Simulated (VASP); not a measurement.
FeO (Wuestite), 2 atoms in the cell. It takes space group Fm-3m (No. 225, cubic). Conventional cell: a = 4.311 Å, b = 4.311 Å, c = 4.311 Å, α = 90.00°, β = 90.00°, γ = 90.00°. Within 2.9 Å of Fe (site symmetry m-3m) lie 6 O at 2.16 Å. O (site symmetry m-3m) has 6 Fe at 2.16 Å within 2.9 Å. 

```yaml
Program: VASP 6.6.1
Task: single point
Functional: PBE
Potentials_or_basis: VASP PAW PBE potentials, release 64 (Fe, O)
Cutoff: 520 eV
k_mesh: 11 × 11 × 11
Occupations: gaussian, width 0.018 eV
Spin: collinear spin, ferromagnetic start
Starting_moments: "[3.0, 0.0] μB"
Dipole_correction: no
Further_INCAR_settings: ALGO = Normal; EDIFF = 1e-06; NBANDS = 18
```

Potentials or basis: VASP PAW PBE potentials, release 64 (Fe, O).

Run with:

```bash
$ cat potpaw_PBE.64/Fe/POTCAR potpaw_PBE.64/O/POTCAR > POTCAR
$ mpirun -np 1 vasp_std > vasp.out
```

Hardware: 1 thread of AMD EPYC 7R13 (shared host).

How long does it take, and how much memory?

Run time: 79 s on 1 thread of AMD EPYC 7R13 (shared host), peak memory 0.14 GiB. Counts: scf iterations 15, k points 56.
